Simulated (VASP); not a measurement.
The system is Lu.

```xyz
2
Lattice="3.5031 0.0000 0.0000 -1.7515 3.0338 0.0000 0.0000 0.0000 5.5509" Properties=species:S:1:pos:R:3 pbc="T T T"
Lu    0.0000    2.0225    1.3877
Lu    1.7516    1.0113    4.1632
```

```yaml
Program: VASP 6.6.1
Task: relaxation of cell and atoms
Functional: LDA
Potentials_or_basis: VASP PAW PBE potentials, release 64 (Lu)
Cutoff: 600 eV
k_mesh: 15 × 15 × 9
Occupations: methfessel-paxton, width 0.05 eV
Spin: no spin polarisation
```

At the start: pressure -5.4 GPa; volume 29.50 Å³/atom.

Q: Where does the relaxation end?

A: Over 9 steps the energy falls by 63.6 meV/atom and the volume is 26.24 Å³/atom (-11.1 %); space group P6_3/mmc (No. 194, to 0.1 Å) before and after.

Step by step:
```tsv
step	energy change (eV)	largest force (eV/Å)	pressure (GPa)	volume (Å³)
1	0.0000	0.0000	-5.44	58.99
2	-0.1187	0.0000	1.64	50.85
3	-0.1262	0.0000	0.09	52.27
4	-0.1262	0.0000	-0.05	52.40
5	-0.1269	0.0000	0.11	52.44
6	-0.1272	0.0000	0.04	52.49
7	-0.1272	0.0000	-0.21	52.48
8	-0.1272	0.0000	-0.05	52.46
9	-0.1272	0.0000	0.03	52.47
```

Final structure:
```
Lu
1.0
     3.39647    0.00000    0.00000
    -1.69823    2.94143    0.00000
     0.00000    0.00000    5.25219
Lu
2
Direct
  0.33333 0.66667 0.25000
  0.66667 0.33333 0.75000
```

Caveat: the PAW data sets were made with another functional, which shifts forces and pressure a little.
